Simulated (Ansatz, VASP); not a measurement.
**One calculation of MgB, two programs**

```
CELL_PARAMETERS angstrom
2.89515 0.00000 0.00000
0.00000 2.89515 0.00000
0.00000 0.00000 2.89515
ATOMIC_POSITIONS crystal
Mg 0.00000 0.00000 0.00000
B 0.50000 0.50000 0.50000
```

Alike in both runs: task single point; functional PBE-based global hybrid; k mesh 5 × 5 × 5; occupations fermi-dirac, width 0.05 eV; no spin polarisation.

|  | VASP | Ansatz |
| --- | --- | --- |
| version | VASP 6.6.1 | Ansatz 0.2.0 |
| potentials or method | VASP PAW PBE potentials, release 64 (Mg, B) | Ansatz PAW |
| plane-wave cutoff (eV) | 520 | 420 |
| valence electrons in the cell | 5 | 13 |

```tsv
	VASP	Ansatz	Ansatz less VASP
gap on the k mesh at the Fermi level (eV)	none	none	-
pressure (GPa)	-1.2	-1.0	+0.26
```

VASP's potentials were made for PBE, not for PBE-based global hybrid. A gap of «none» marks a metal or a gap that the smearing closes. VASP's potentials hold 5 valence electrons a cell and Ansatz's 13, so a difference there can come from the potentials and not from the codes.

The k mesh is coarse, so the values compare programs but aren't converged.
